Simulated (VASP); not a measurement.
# InP (F-43m) in VASP: a series of runs

Runs on InP. Level: LDA. Tasks: relaxation of cell and atoms, single point.

Program: VASP 6.6.1. These are calculated values, not measurements. Logs are shortened: lines on timing, memory, paths and dates and some standing lists are left out, and cuts for length are marked.

**1. The cell of the first run**

Symmetry: F-43m, No. 216, cubic system. The conventional cell has a = 5.827 Å, b = 5.827 Å, c = 5.827 Å, α = 90.00°, β = 90.00°, γ = 90.00°. In (site symmetry -43m) has 4 P at 2.52 Å within 3.3 Å. P (site symmetry -43m) has 4 In at 2.52 Å within 3.3 Å.

**2. Relaxation of cell and atoms, LDA, target pressure 4 GPa, at which the enthalpy is minimised**

INCAR

```
SYSTEM = InP
ALGO = Normal ; EDIFF = 1E-7
EDIFFG = -0.001 ; ENCUT = 600
GGA = CA ; IBRION = 2
ISIF = 3 ; ISMEAR = 0
LASPH = .TRUE. ; LCHARG = .FALSE.
LREAL = .FALSE. ; LWAVE = .FALSE.
NELM = 60 ; NSW = 80
PREC = Accurate ; PSTRESS = 40.0
SIGMA = 0.01
```

KPOINTS

```
k-points
0
G
  10 10 10
  0 0 0
```

POSCAR

```
InP
1.0
    0.0000000000      2.9135471699      2.9135471699
    2.9135471699      0.0000000000      2.9135471699
    2.9135471699      2.9135471699      0.0000000000
In P
1 1
Direct
    0.0000000000      0.0000000000      0.0000000000
    0.7500000000      0.7500000000      0.7500000000
```

Potentials or basis: VASP PAW LDA potentials, release 64 (In_d, P).

Launch:

```
cat potpaw_LDA.64/In_d/POTCAR potpaw_LDA.64/P/POTCAR > POTCAR
mpirun -np 1 vasp_std > vasp.out
```

OUTCAR:

```text
SYSTEM = InP
   EDIFF = 1E-7
   EDIFFG = -0.001
   ENCUT = 600
   GGA = CA
   IBRION = 2
   ISIF = 3
   ISMEAR = 0
   LASPH = .TRUE.
   LREAL = .FALSE.
   NELM = 60
   NSW = 80
   PREC = Accurate
   PSTRESS = 40.0

 ion  position               nearest neighbor table
   1  0.000  0.000  0.000-   2 2.52   2 2.52   2 2.52   2 2.52
   2  0.750  0.750  0.750-   1 2.52   1 2.52   1 2.52   1 2.52

  LATTYP: Found a face centered cubic cell.
 ALAT       =     5.8270943398

  Lattice vectors:

 A1 = (   0.0000000000,   2.9135471699,   2.9135471699)
 A2 = (   2.9135471699,   0.0000000000,   2.9135471699)
 A3 = (   2.9135471699,   2.9135471699,   0.0000000000)

Analysis of symmetry for initial positions (statically):
=====================================================================
 Subroutine PRICEL returns:
 Original cell was already a primitive cell.

 Routine SETGRP: Setting up the symmetry group for a
 face centered cubic supercell.

 Subroutine GETGRP returns: Found 24 space group operations
 (whereof 24 operations were pure point group operations)
 out of a pool of 48 trial point group operations.

The static configuration has the point symmetry T_d .

Analysis of symmetry for dynamics (positions and initial velocities):
=====================================================================
 Subroutine PRICEL returns:
 Original cell was already a primitive cell.

 Routine SETGRP: Setting up the symmetry group for a
 face centered cubic supercell.

 Subroutine GETGRP returns: Found 24 space group operations
 (whereof 24 operations were pure point group operations)
 out of a pool of 48 trial point group operations.

The dynamic configuration has the point symmetry T_d .

 Subroutine INISYM returns: Found 24 space group operations
 (whereof 24 operations are pure point group operations),
 and found     1 'primitive' translations

----------------------------------------------------------------------------------------

                                     Primitive cell

  volume of cell :      49.4648

  direct lattice vectors                    reciprocal lattice vectors
     0.000000000  2.913547170  2.913547170    -0.171612118  0.171612118  0.171612118
     2.913547170  0.000000000  2.913547170     0.171612118 -0.171612118  0.171612118
     2.913547170  2.913547170  0.000000000     0.171612118  0.171612118 -0.171612118

  length of vectors
     4.120377922  4.120377922  4.120377922     0.297240907  0.297240907  0.297240907

  position of ions in fractional coordinates (direct lattice)
     0.000000000  0.000000000  0.000000000
     0.750000000  0.750000000  0.750000000

  ion indices of the primitive-cell ions
   primitive index   ion index
[... 90 lines left out ...]
   EFERMI_NEDOS =   21; number of points for ismear=-14 and -15
   IALGO  =     38    algorithm
   IMIX   =      4    mixing-type and parameters
     AMIX     =   0.40;   BMIX     =  1.00
     AMIX_MAG =   1.60;   BMIX_MAG =  1.00
  volume/ion in A,a.u.               =      24.73       166.90
  Fermi-wavevector in a.u.,A,eV,Ry     =   1.168782  2.208678 18.586266  1.366052
  Thomas-Fermi vector in A             =   2.305264
   LORBIT       =      0    0 simple, 1 ext, 2 COOP (PROOUT), +10 PAW based schemes
   GGA     = CA    functional components
   LHFCALC =     F    Hartree Fock is set to
   AEXX    =    0.0000 exact exchange contribution
   IVDW    =     0    specifies the selected vdW correction
   LEPSILON=     F    determine dielectric tensor
   LRPA    =     F    only Hartree local field effects (RPA)
 conjugate gradient relaxation of ions
 non-spin polarized calculation
 Gauss-broadening in eV      SIGMA  =   0.01
  energy-cutoff  :      600.00
  volume of cell :       49.46
 maximum number of plane-waves:      1676
 NGX is ok and might be reduce to    36
   NGX = 17   NGY = 17   NGZ = 17

--------------------------------------- Ionic step        1  -------------------------------------------

 number of electron      18.0000001 magnetization

 Free energy of the ion-electron system (eV)
  ---------------------------------------------------
  ext. energy  EPLUGINS =         0.00000000
  ---------------------------------------------------
  free energy    TOTEN  =        -9.67431749 eV

  energy without entropy =       -9.67431749  energy(sigma->0) =       -9.67431749

------------------------ aborting loop because EDIFF is reached ----------------------------------------

  FORCE on cell =-STRESS in cart. coord.  units (eV):
  Direction    XX          YY          ZZ          XY          YZ          ZX
  --------------------------------------------------------------------------------------
  -------------------------------------------------------------------------------------
  Total        0.0115972      0.0115972      0.0115972      0.0000000      0.0000000     -0.0000000
  in kB        0.3756351      0.3756351      0.3756351      0.0000000      0.0000000     -0.0000000
  external PRESSURE =     -39.6243649 kB  Pullay stress =      40.0000000 kB
[... 25 lines left out ...]
--------------------------------------- Ionic step        2  -------------------------------------------

 number of electron      17.9999997 magnetization

 E-fermi :   6.3601     XC(G=0): -10.0813

 val. band max:        6.2729784852   @ k =   0.0000   0.0000   0.0000
 cond. band min:       7.3580375797   @ k =   0.0000   0.0000   0.0000
 fundamental gap:      1.0850590945
 Fermi energy:         6.3601157453

 k-point     1 :       0.0000    0.0000    0.0000
  band No.  band energies     occupation
      1      -8.1950      2.00000
      2      -8.1950      2.00000
      3      -8.1950      2.00000
      4      -7.9780      2.00000
      5      -7.9780      2.00000
      6      -6.0699      2.00000
      7       6.2730      2.00000
      8       6.2730      2.00000
      9       6.2730      2.00000
     10       7.3580      0.00000
     11      10.2092      0.00000
     12      10.2092      0.00000
     13      10.2092      0.00000
[... 557 lines left out ...]
--------------------------------------- Ionic step        7  -------------------------------------------

 number of electron      18.0000002 magnetization

 Free energy of the ion-electron system (eV)
  ---------------------------------------------------
  ext. energy  EPLUGINS =         0.00000000
  ---------------------------------------------------
  free energy    TOTEN  =        -9.64562252 eV

  energy without entropy =       -9.64562252  energy(sigma->0) =       -9.64562252

 E-fermi :   5.8511     XC(G=0):  -9.9010

 val. band max:        5.7741283524   @ k =   0.0000   0.0000   0.0000
 cond. band min:       6.6441984499   @ k =   0.0000   0.0000   0.0000
 fundamental gap:      0.8700700975
 Fermi energy:         5.8511499507

 k-point     1 :       0.0000    0.0000    0.0000
  band No.  band energies     occupation
      1      -8.5732      2.00000
      2      -8.5732      2.00000
      3      -8.5732      2.00000
      4      -8.3817      2.00000
      5      -8.3817      2.00000
      6      -6.2521      2.00000
      7       5.7741      2.00000
      8       5.7741      2.00000
      9       5.7741      2.00000
     10       6.6442      0.00000
     11       9.7272      0.00000
     12       9.7272      0.00000
     13       9.7272      0.00000
[... 401 lines left out ...]
  energy  without entropy=       -9.6456225230  energy(sigma->0) =       -9.64562252

  enthalpy is  TOTEN    =        -8.4699773590 eV   P V=        1.1756451639

 reached required accuracy - stopping structural energy minimisation
```

OSZICAR:

```text
N       E                     dE             d eps       ncg     rms          rms(c)
DAV:   1     0.118349710994E+03    0.11835E+03   -0.93960E+03  1237   0.173E+03
DAV:   2    -0.115746615292E+01   -0.11951E+03   -0.11572E+03  1262   0.357E+02
DAV:   3    -0.983716164308E+01   -0.86797E+01   -0.86202E+01  1582   0.960E+01
[... 55 lines left out ...]
       N       E                     dE             d eps       ncg     rms          rms(c)
DAV:   1    -0.964562344291E+01   -0.91638E-04   -0.24516E-05  1577   0.118E-01    0.878E-03
DAV:   2    -0.964562263759E+01    0.80532E-06   -0.19499E-06  1467   0.373E-02    0.303E-03
DAV:   3    -0.964562252336E+01    0.11423E-06   -0.39420E-07   992   0.154E-02    0.934E-04
DAV:   4    -0.964562252298E+01    0.38654E-09   -0.23719E-08   626   0.185E-03
   7 F= -.84699774E+01 E0= -.84699774E+01  d E =-.622128E-05
```

It took 1.7 min on 1 thread of Intel Xeon 6975P-C, shared host; peak memory 0.2 GiB.

What came out:

- Free energy: -9.6456 eV
- Relaxed volume: 23.54 Å³/atom
- Relaxed cell: a = 4.053 Å, b = 4.053 Å, c = 4.053 Å, α = 60.00°, β = 60.00°, γ = 60.00°
- Space group after relaxing (to 0.05 Å): F-43m (No. 216)
- Energy change on relaxing (the enthalpy is what falls): +14.3 meV/atom
- Ionic steps: 7
- Pressure after relaxing: 4.0 GPa
- Band gap on the k mesh: 0.87 eV, direct

The path:
```tsv
step	energy change (eV)	largest force (eV/Å)	pressure (GPa)	volume (Å³)
1	0.0000	0.0000	0.04	49.46
2	0.0978	0.0000	7.96	45.21
3	0.0284	0.0000	3.97	47.10
4	0.0296	0.0000	4.06	47.05
5	0.0282	0.0000	3.95	47.11
6	0.0288	0.0000	4.01	47.09
7	0.0287	0.0000	3.99	47.09
```

Final structure:
```
In P
1.0
     0.00000    2.86615    2.86615
     2.86615    0.00000    2.86615
     2.86615    2.86615    0.00000
In P
1 1
Direct
  0.00000 0.00000 0.00000
  0.75000 0.75000 0.75000
```

Caveat: the cell is relaxed towards a set pressure, so the enthalpy falls and the energy may rise; spin-orbit coupling is left out, which moves the levels of the heavy elements.

(Part 1 of 2 ends here.)
